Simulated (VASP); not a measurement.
# Co: single point with PBE

Co:

```xyz
1
Lattice="-1.3761 1.3761 1.3761 1.3761 -1.3761 1.3761 1.3761 1.3761 -1.3761" Properties=species:S:1:pos:R:3 pbc="T T T"
Co    0.0000    0.0000    0.0000
```

This isn't the form of Co at room conditions, which is hcp.

```json
{"Program": "VASP 6.6.1", "Task": "single point", "Functional": "PBE", "Potentials or basis": "VASP PAW PBE potentials, release 64 (Co_sv)", "Cutoff": "690 eV", "k mesh": "20 × 20 × 20", "Occupations": "gaussian, width 0.1 eV", "Spin": "collinear spin, ferromagnetic start", "Starting moments": "[1.99] μB"}
```

| Property | Result |
| --- | --- |
| Pressure | 13.3 GPa |
| Net moment | 1.70 μB per cell |
| Site moments | Co +1.75 μB |
| Valence electrons inside the program's atomic spheres | Co 15.08 |

Levels at points of the mesh, in eV from the Fermi level:
Spin up:
| k point | band 7 | band 8 | band 9 | band 10 | band 11 | band 12 |
| --- | --- | --- | --- | --- | --- | --- |
| (0.00, 0.00, 0.00) | -3.14 | -3.14 | -1.94 | -1.94 | 25.60 | 25.60 |
| (0.50, 0.00, 0.00) | -1.87 | -1.75 | -0.47 | -0.22 | 6.79 | 18.62 |
| (0.50, 0.50, 0.50) | -0.74 | -0.74 | -0.74 | 9.71 | 9.71 | 9.71 |
Spin down:
```csv
k point,band 4,band 5,band 6,band 7,band 8,band 9,band 10,band 11,band 12,band 13
"(0.00, 0.00, 0.00)",-57.48,-9.58,-1.63,-1.63,-1.63,0.34,0.34,25.35,25.35,25.35
"(0.50, 0.00, 0.00)",-57.47,-4.78,-2.87,-0.22,0.21,0.58,1.30,7.83,18.60,20.80
"(0.50, 0.50, 0.50)",-57.77,-4.18,-4.18,1.01,1.01,1.01,9.84,9.84,9.84,16.41
```

Run time: 53 s on 1 thread of AMD EPYC 9R45 96-Core Processor (Zen 5) (shared host), peak memory 0.18 GiB.

Caveat: the cell stands under pressure.
